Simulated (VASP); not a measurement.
# SnSe2 (P-3m1) in VASP: a series of runs, part 2 of 3

VASP 6.6.1.

**3. Single point, r2SCAN**

File POSCAR:

```
SnSe2
1.0
    3.8405603077      0.0000000000      0.0000000000
   -1.9202801539      3.3260227912      0.0000000000
    0.0000000000      0.0000000000      6.1331539479
Sn Se
1 2
Direct
    0.0000000000      0.0000000000      0.0000000000
    0.6666666667      0.3333333333      0.7446286234
    0.3333333333      0.6666666667      0.2553713766
```

File INCAR.step1:

```
SYSTEM = SnSe2
  PREC = Accurate
  ENCUT = 520
  ISMEAR = 0
  SIGMA = 0.02
  LREAL = .False.
  LASPH = .True.
  NELM = 80
  NBANDS = 20
  GGA = PE
  ALGO = Normal
  EDIFF = 1E-4
  LWAVE = .True.
  LCHARG = .False.
```

File INCAR.step2:

```
SYSTEM = SnSe2
  PREC = Accurate
  ENCUT = 520
  EDIFF = 1E-6
  ISMEAR = 0
  SIGMA = 0.02
  LREAL = .False.
  LASPH = .True.
  NELM = 80
  ALGO = Normal
  ISIF = 2
  LWAVE = .False.
  LCHARG = .False.
  METAGGA = R2SCAN
  LMIXTAU = .True.
  NBANDS = 20
  ISTART = 1
```

File KPOINTS:

```
regular mesh
0
Gamma
  12 12 4
  0 0 0
```

Potentials or basis: VASP PAW PBE potentials, release 64 (Sn_d, Se).

Command:

```console
> cat potpaw_PBE.64/Sn_d/POTCAR potpaw_PBE.64/Se/POTCAR > POTCAR
> cp INCAR.step1 INCAR
> mpirun -np 1 vasp_std > vasp.out
> cp INCAR.step2 INCAR
> mpirun -np 1 vasp_std > vasp.out
```

OUTCAR:

```text
SYSTEM = SnSe2
   PREC = Accurate
   ENCUT = 520
   EDIFF = 1E-6
   ISMEAR = 0
   LREAL = .False.
   LASPH = .True.
   NELM = 80
   ISIF = 2
   METAGGA = R2SCAN
   ISTART = 1

 ion  position               nearest neighbor table
   1  0.000  0.000  0.000-   2 2.71   3 2.71   3 2.71   2 2.71   2 2.71   3 2.71
   2  0.667  0.333  0.745-   1 2.71   1 2.71   1 2.71
   3  0.333  0.667  0.255-   1 2.71   1 2.71   1 2.71

  LATTYP: Found a hexagonal cell.
 ALAT       =     3.8405603077
 C/A-ratio  =     1.5969424919

  Lattice vectors:

 A1 = (   3.8405603077,   0.0000000000,   0.0000000000)
 A2 = (  -1.9202801539,   3.3260227912,   0.0000000000)
 A3 = (   0.0000000000,   0.0000000000,   6.1331539479)

Analysis of symmetry for initial positions (statically):
=====================================================================
 Subroutine PRICEL returns:
 Original cell was already a primitive cell.

 Routine SETGRP: Setting up the symmetry group for a
 hexagonal supercell.

 Subroutine GETGRP returns: Found 12 space group operations
 (whereof 12 operations were pure point group operations)
 out of a pool of 24 trial point group operations.

The static configuration has the point symmetry D_3d.

Analysis of symmetry for dynamics (positions and initial velocities):
=====================================================================
 Subroutine PRICEL returns:
 Original cell was already a primitive cell.

 Routine SETGRP: Setting up the symmetry group for a
 hexagonal supercell.

 Subroutine GETGRP returns: Found 12 space group operations
 (whereof 12 operations were pure point group operations)
 out of a pool of 24 trial point group operations.

The dynamic configuration has the point symmetry D_3d.

 Subroutine INISYM returns: Found 12 space group operations
 (whereof 12 operations are pure point group operations),
 and found     1 'primitive' translations

----------------------------------------------------------------------------------------

[... 113 lines left out ...]
     AMIX     =   0.40;   BMIX     =  1.00
     AMIX_MAG =   1.60;   BMIX_MAG =  1.00
  volume/ion in A,a.u.               =      26.11       176.23
  Fermi-wavevector in a.u.,A,eV,Ry     =   1.133439  2.141889 17.479179  1.284683
  Thomas-Fermi vector in A             =   2.270141
   LORBIT       =      0    0 simple, 1 ext, 2 COOP (PROOUT), +10 PAW based schemes
   METAGGA = R2SCAN    functional components
   LHFCALC =     F    Hartree Fock is set to
   AEXX    =    0.0000 exact exchange contribution
   IVDW    =     0    specifies the selected vdW correction
   LEPSILON=     F    determine dielectric tensor
   LRPA    =     F    only Hartree local field effects (RPA)
 non-spin polarized calculation
 Gauss-broadening in eV      SIGMA  =   0.02
  energy-cutoff  :      520.00
  volume of cell :       78.34
 maximum number of plane-waves:      2127
 NGX is ok and might be reduce to    30
   NGX = 15   NGY = 15   NGZ = 23

 number of electron      25.9999996 magnetization

 Free energy of the ion-electron system (eV)
  ---------------------------------------------------
  ext. energy  EPLUGINS =         0.00000000
  ---------------------------------------------------
  free energy    TOTEN  =       -54.61985219 eV

  energy without entropy =      -54.61985219  energy(sigma->0) =      -54.61985219

 E-fermi :   3.9594     XC(G=0):  -9.9688

 val. band max:        3.8053343834   @ k =   0.0833   0.0833   0.0000
 cond. band min:       4.7424531999   @ k =   0.0000   0.4167   0.2500
 fundamental gap:      0.9371188165
 Fermi energy:         3.9594072368

 k-point     1 :       0.0000    0.0000    0.0000
  band No.  band energies     occupation
      1     -18.1607      2.00000
      2     -18.1607      2.00000
      3     -18.1070      2.00000
      4     -18.0982      2.00000
      5     -18.0981      2.00000
      6     -10.5507      2.00000
[... 541 lines left out ...]
     19      12.3459      0.00000
     20      13.1705      0.00000

 [... further k-points ...]

------------------------ aborting loop because EDIFF is reached ----------------------------------------

  FORCE on cell =-STRESS in cart. coord.  units (eV):
  Direction    XX          YY          ZZ          XY          YZ          ZX
  --------------------------------------------------------------------------------------
  -------------------------------------------------------------------------------------
  Total        0.3455700      0.3455700      0.7149202     -0.0000000      0.0000000      0.0000000
  in kB        7.0671269      7.0671269     14.6205760     -0.0000000      0.0000000      0.0000000
  external PRESSURE =       9.5849433 kB  Pullay stress =       0.0000000 kB

 VOLUME and BASIS-vectors are now :
 -----------------------------------------------------------------------------
  energy-cutoff  :      520.00
  volume of cell :       78.34
      direct lattice vectors                 reciprocal lattice vectors
     3.840560308  0.000000000  0.000000000     0.260378674  0.150329697  0.000000000
    -1.920280154  3.326022791  0.000000000     0.000000000  0.300659395  0.000000000
     0.000000000  0.000000000  6.133153948     0.000000000  0.000000000  0.163048247

 POSITION                                       TOTAL-FORCE (eV/Angst)
 -----------------------------------------------------------------------------------
      0.00000      0.00000      0.00000         0.000000      0.000000      0.000000
      1.92028      1.10867      4.56692        -0.000000      0.000000     -0.012371
     -0.00000      2.21735      1.56623         0.000000     -0.000000      0.012371
 -----------------------------------------------------------------------------------
    total drift:                                0.000000     -0.000000      0.000000

  FREE ENERGIE OF THE ION-ELECTRON SYSTEM (eV)
  ---------------------------------------------------
  free  energy   TOTEN  =       -54.6198521879 eV

  energy  without entropy=      -54.6198521879  energy(sigma->0) =      -54.61985219
```

OSZICAR.step1:

```text
N       E                     dE             d eps       ncg     rms          rms(c)
DAV:   1     0.202798450607E+03    0.20280E+03   -0.12089E+04  2800   0.148E+03
DAV:   2     0.116207498617E+02   -0.19118E+03   -0.18381E+03  2900   0.375E+02
DAV:   3    -0.112492110268E+02   -0.22870E+02   -0.22262E+02  3304   0.113E+02
DAV:   4    -0.120614513511E+02   -0.81224E+00   -0.81042E+00  3320   0.223E+01
DAV:   5    -0.120806991396E+02   -0.19248E-01   -0.19246E-01  3836   0.359E+00    0.496E+00
DAV:   6    -0.118343404925E+02    0.24636E+00   -0.51679E-01  4184   0.737E+00    0.320E+00
DAV:   7    -0.118181415588E+02    0.16199E-01   -0.15309E-01  3216   0.241E+00    0.103E+00
DAV:   8    -0.118181683996E+02   -0.26841E-04   -0.11820E-02  3480   0.103E+00    0.276E-01
DAV:   9    -0.118186742302E+02   -0.50583E-03   -0.15217E-03  3176   0.298E-01    0.844E-02
DAV:  10    -0.118186830017E+02   -0.87714E-05   -0.10992E-04  2472   0.744E-02
   1 F= -.11818683E+02 E0= -.11818683E+02  d E =-.585235E-11
```

Run time: 5 min. Hardware: 1 thread of Intel Xeon Platinum 8488C (Sapphire Rapids), shared host; peak memory 0.28 GiB.

What came out:

```yaml
Free_energy: -54.6199 eV
Pressure: 1.0 GPa
Largest_force: 0.012 eV/Å
Band_gap_on_the_k_mesh: 0.94 eV (least direct gap 1.36 eV)
```

Forces on the atoms (eV/Å):
```
Sn   0.000  0.000  0.000
Se   0.000  0.000 -0.012
Se   0.000  0.000  0.012
```

Levels at points of the mesh, in eV from the valence-band top:
| k point | band 10 | band 11 | band 12 | band 13 | band 14 | band 15 | band 16 | band 17 |
| --- | --- | --- | --- | --- | --- | --- | --- | --- |
| (0.00, 0.00, 0.00) | -0.72 | -0.46 | -0.46 | -0.08 | 1.28 | 3.42 | 4.94 | 4.94 |
| (0.50, 0.00, 0.00) | -3.03 | -2.68 | -1.33 | -0.36 | 1.34 | 4.16 | 5.65 | 5.75 |
| (0.00, 0.00, 0.50) | -0.84 | -0.84 | -0.27 | -0.27 | 2.70 | 3.36 | 4.64 | 4.64 |
| (0.50, 0.00, 0.50) | -2.48 | -2.02 | -0.92 | -0.81 | 0.97 | 4.58 | 5.13 | 6.31 |

Caveat: the PAW data sets were made with another functional, which shifts forces and pressure a little; spin-orbit coupling is left out, which moves the levels of the heavy elements.

**4. Single point, r2SCAN (strain along c alone, the other axes held: -4.0 %, then relaxed in part)**

File POSCAR:

```
SnSe2
1.0
    3.8405603077      0.0000000000      0.0000000000
   -1.9202801539      3.3260227912      0.0000000000
    0.0000000000      0.0000000000      6.2636465851
Sn Se
1 2
Direct
    0.0000000000      0.0000000000      0.0000000000
    0.6666666667      0.3333333333      0.7493932836
    0.3333333333      0.6666666667      0.2506067164
```

File INCAR.step1:

```
SYSTEM = SnSe2
ALGO = Normal ; EDIFF = 1E-4
ENCUT = 520 ; GGA = PE
ISMEAR = 0 ; LASPH = .True.
LCHARG = .False. ; LREAL = .False.
LWAVE = .True. ; NBANDS = 20
NELM = 60 ; PREC = Accurate
SIGMA = 0.02
```

File INCAR.step2:

```
SYSTEM = SnSe2
ALGO = Normal ; EDIFF = 1E-6
ENCUT = 520 ; ISIF = 2
ISMEAR = 0 ; ISTART = 1
LASPH = .True. ; LCHARG = .False.
LMIXTAU = .True. ; LREAL = .False.
LWAVE = .False. ; METAGGA = R2SCAN
NBANDS = 20 ; NELM = 60
PREC = Accurate ; SIGMA = 0.02
```

File KPOINTS:

```
k-points
0
Gamma
  12 12 4
  0 0 0
```

Potentials or basis: VASP PAW PBE potentials, release 64 (Sn_d, Se).

Command:

```console
> cat potpaw_PBE.64/Sn_d/POTCAR potpaw_PBE.64/Se/POTCAR > POTCAR
> cp INCAR.step1 INCAR
> mpirun -np 1 vasp_std > vasp.out
> cp INCAR.step2 INCAR
> mpirun -np 1 vasp_std > vasp.out
```

OUTCAR:

```text
SYSTEM = SnSe2
   EDIFF = 1E-6
   ENCUT = 520
   ISIF = 2
   ISMEAR = 0
   ISTART = 1
   LASPH = .True.
   LREAL = .False.
   METAGGA = R2SCAN
   NELM = 60
   PREC = Accurate

 ion  position               nearest neighbor table
   1  0.000  0.000  0.000-   2 2.72   3 2.72   3 2.72   2 2.72   2 2.72   3 2.72
   2  0.667  0.333  0.749-   1 2.72   1 2.72   1 2.72
   3  0.333  0.667  0.251-   1 2.72   1 2.72   1 2.72

  LATTYP: Found a hexagonal cell.
 ALAT       =     3.8405603077
 C/A-ratio  =     1.6309199917

  Lattice vectors:

 A1 = (   3.8405603077,   0.0000000000,   0.0000000000)
 A2 = (  -1.9202801539,   3.3260227912,   0.0000000000)
 A3 = (   0.0000000000,   0.0000000000,   6.2636465851)

Analysis of symmetry for initial positions (statically):
=====================================================================
 Subroutine PRICEL returns:
 Original cell was already a primitive cell.

 Routine SETGRP: Setting up the symmetry group for a
 hexagonal supercell.

 Subroutine GETGRP returns: Found 12 space group operations
 (whereof 12 operations were pure point group operations)
 out of a pool of 24 trial point group operations.

The static configuration has the point symmetry D_3d.

Analysis of symmetry for dynamics (positions and initial velocities):
=====================================================================
 Subroutine PRICEL returns:
 Original cell was already a primitive cell.

 Routine SETGRP: Setting up the symmetry group for a
 hexagonal supercell.

 Subroutine GETGRP returns: Found 12 space group operations
 (whereof 12 operations were pure point group operations)
 out of a pool of 24 trial point group operations.

The dynamic configuration has the point symmetry D_3d.

 Subroutine INISYM returns: Found 12 space group operations
 (whereof 12 operations are pure point group operations),
 and found     1 'primitive' translations

[... 112 lines left out ...]
   EFERMI_NEDOS =   21; number of points for ismear=-14 and -15
   IALGO  =     38    algorithm
   IMIX   =      4    mixing-type and parameters
     AMIX     =   0.40;   BMIX     =  1.00
     AMIX_MAG =   1.60;   BMIX_MAG =  1.00
  volume/ion in A,a.u.               =      26.67       179.98
  Fermi-wavevector in a.u.,A,eV,Ry     =   1.125512  2.126910 17.235561  1.266778
  Thomas-Fermi vector in A             =   2.262190
   LORBIT       =      0    0 simple, 1 ext, 2 COOP (PROOUT), +10 PAW based schemes
   METAGGA = R2SCAN    functional components
   LHFCALC =     F    Hartree Fock is set to
   AEXX    =    0.0000 exact exchange contribution
   IVDW    =     0    specifies the selected vdW correction
   LEPSILON=     F    determine dielectric tensor
   LRPA    =     F    only Hartree local field effects (RPA)
 non-spin polarized calculation
 Gauss-broadening in eV      SIGMA  =   0.02
  energy-cutoff  :      520.00
  volume of cell :       80.01
 maximum number of plane-waves:      2190
 NGX is ok and might be reduce to    30
   NGX = 15   NGY = 15   NGZ = 23

 number of electron      25.9999988 magnetization

 Free energy of the ion-electron system (eV)
  ---------------------------------------------------
  ext. energy  EPLUGINS =         0.00000000
  ---------------------------------------------------
  free energy    TOTEN  =       -54.63139319 eV

  energy without entropy =      -54.63139319  energy(sigma->0) =      -54.63139319

 E-fermi :   3.6101     XC(G=0):  -9.8407

 val. band max:        3.4792725956   @ k =   0.0833   0.0833   0.0000
 cond. band min:       4.5106191717   @ k =   0.5000   0.0000   0.5000
 fundamental gap:      1.0313465761
 Fermi energy:         3.6101041049

 k-point     1 :       0.0000    0.0000    0.0000
  band No.  band energies     occupation
      1     -18.3771      2.00000
      2     -18.3770      2.00000
      3     -18.3228      2.00000
      4     -18.3148      2.00000
      5     -18.3148      2.00000
      6     -10.7212      2.00000
[... 541 lines left out ...]
     19      12.1644      0.00000
     20      13.0212      0.00000

 [... further k-points ...]

------------------------ aborting loop because EDIFF is reached ----------------------------------------

  FORCE on cell =-STRESS in cart. coord.  units (eV):
  Direction    XX          YY          ZZ          XY          YZ          ZX
  --------------------------------------------------------------------------------------
  -------------------------------------------------------------------------------------
  Total        0.2031022      0.2031022      0.4205055     -0.0000000      0.0000000     -0.0000000
  in kB        4.0670373      4.0670373      8.4204483     -0.0000000      0.0000000     -0.0000000
  external PRESSURE =       5.5181743 kB  Pullay stress =       0.0000000 kB

 VOLUME and BASIS-vectors are now :
 -----------------------------------------------------------------------------
  energy-cutoff  :      520.00
  volume of cell :       80.01
      direct lattice vectors                 reciprocal lattice vectors
     3.840560308  0.000000000  0.000000000     0.260378674  0.150329697  0.000000000
    -1.920280154  3.326022791  0.000000000     0.000000000  0.300659395  0.000000000
     0.000000000  0.000000000  6.263646585     0.000000000  0.000000000  0.159651409

 POSITION                                       TOTAL-FORCE (eV/Angst)
 -----------------------------------------------------------------------------------
      0.00000      0.00000      0.00000         0.000000      0.000000      0.000000
      1.92028      1.10867      4.69393        -0.000000      0.000000     -0.012047
     -0.00000      2.21735      1.56971         0.000000     -0.000000      0.012047
 -----------------------------------------------------------------------------------
    total drift:                                0.000000     -0.000000      0.000000

  FREE ENERGIE OF THE ION-ELECTRON SYSTEM (eV)
  ---------------------------------------------------
  free  energy   TOTEN  =       -54.6313931899 eV

  energy  without entropy=      -54.6313931899  energy(sigma->0) =      -54.63139319
```

OUTCAR.step1:

```text
SYSTEM = SnSe2
   EDIFF = 1E-4
   ENCUT = 520
   GGA = PE
   ISMEAR = 0
[... 779 lines left out ...]
      0.00000      0.00000      0.00000        -0.000000      0.000000     -0.000000
      1.92028      1.10867      4.69393        -0.000000      0.000000     -0.295459
     -0.00000      2.21735      1.56971         0.000000     -0.000000      0.295459
 -----------------------------------------------------------------------------------
    total drift:                                0.000000     -0.000000      0.000000

  FREE ENERGIE OF THE ION-ELECTRON SYSTEM (eV)
  ---------------------------------------------------
  free  energy   TOTEN  =       -11.8346556421 eV

  energy  without entropy=      -11.8346556421  energy(sigma->0) =      -11.83465564
```

Run time: 4.9 min. Hardware: 1 thread of Intel Xeon Platinum 8488C (Sapphire Rapids), shared host; peak memory 0.28 GiB.

What came out:

| Item | Value |
| --- | --- |
| Free energy | -54.6314 eV |
| Pressure | 0.6 GPa |
| Largest force | 0.012 eV/Å |
| Band gap on the k mesh | 1.03 eV (least direct gap 1.49 eV) |

Forces on the atoms (eV/Å):
```
Sn   0.000  0.000  0.000
Se   0.000  0.000 -0.012
Se   0.000  0.000  0.012
```

Caveat: the cell differs from its parent crystal (strain along c alone, the other axes held: -4.0 %, then relaxed in part); the PAW data sets were made with another functional, which shifts forces and pressure a little; spin-orbit coupling is left out, which moves the levels of the heavy elements.

[end of part 2 of 3]
